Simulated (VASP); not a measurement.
**BaO: single point with PBE**

The system is BaO.

```
Ba O
1.0
     0.00000    2.77194    2.77194
     2.77194    0.00000    2.77194
     2.77194    2.77194    0.00000
Ba O
1 1
Direct
  0.00000 0.00000 0.00000
  0.50000 0.50000 0.50000
```

```json
{"Program": "VASP 6.6.1", "Task": "single point", "Functional": "PBE", "Potentials or basis": "VASP PAW PBE potentials, release 64 (Ba_sv, O)", "Cutoff": "600 eV", "k mesh": "4 × 4 × 4", "Occupations": "gaussian, width 0.01 eV", "Spin": "no spin polarisation", "Dipole correction": "no", "Further INCAR settings": "ALGO = Normal; EDIFF = 1e-06; NBANDS = 15"}
```

The pressure is 2.8 GPa and the band gap on the k mesh is 1.98 eV, direct.

Levels at points of the mesh, in eV from the valence-band top:
```csv
k point,band 5,band 6,band 7,band 8,band 9,band 10,band 11,band 12
"(0.00, 0.00, 0.00)",-10.44,-0.33,-0.33,-0.33,3.53,4.68,4.68,4.68
"(0.50, 0.00, 0.00)",-10.56,-1.99,-1.47,-1.47,4.92,7.14,7.14,8.17
"(0.50, 0.50, 0.00)",-11.01,-0.15,-0.15,0.00,1.98,5.96,8.87,9.37
```

It took 14 s on 1 thread of Intel Xeon 8259CL, on a shared host, peak memory 0.17 GiB.

Caveat: the k points lie up to 0.49 Å⁻¹ apart; spin-orbit coupling is left out, which moves the levels of the heavy elements. A k mesh can miss the band edges.
